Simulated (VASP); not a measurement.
A run of VASP 6.6.1:

The input INCAR:

```
SYSTEM = Mo2Ru3
  PREC = Accurate
  ENCUT = 520
  EDIFF = 1E-6
  ISMEAR = 0
  SIGMA = 0.1
  LREAL = .FALSE.
  LASPH = .TRUE.
  NELM = 60
  ALGO = Fast
  ISIF = 2
  LWAVE = .FALSE.
  LCHARG = .TRUE.
  GGA = PE
  LELF = .TRUE.
  LVHAR = .TRUE.
  NBANDS = 43
```

The input KPOINTS:

```
regular mesh
0
G
  6 6 6
  0 0 0
```

File POSCAR:

```
Mo2Ru3
1.0
    2.2077578100      1.2746495700      4.5065667600
   -2.2077578100      1.2746495700      4.5065667600
    0.0000000000     -2.5492991300      4.5065667600
Mo Ru
2 3
Direct
    0.8000000000      0.8000000000      0.8000000000
    0.2000000000      0.2000000000      0.2000000000
    0.4000000000      0.4000000000      0.4000000000
    0.0000000000      0.0000000000      0.0000000000
    0.6000000000      0.6000000000      0.6000000000
```

Potentials or basis: VASP PAW PBE potentials, release 64 (Mo_sv, Ru_pv).

Command:

```bash
$ cat potpaw_PBE.64/Mo_sv/POTCAR potpaw_PBE.64/Ru_pv/POTCAR > POTCAR
$ mpirun -np 1 vasp_std > vasp.out
```

Hardware: 1 thread of Intel(R) Xeon(R) 6975P-C (Granite Rapids) (shared host).

How long does it take, and how much memory?

It took 2.3 min on 1 thread of Intel(R) Xeon(R) 6975P-C (Granite Rapids), on a shared host, peak memory 0.28 GiB. Counts: scf iterations 17, k points 32.
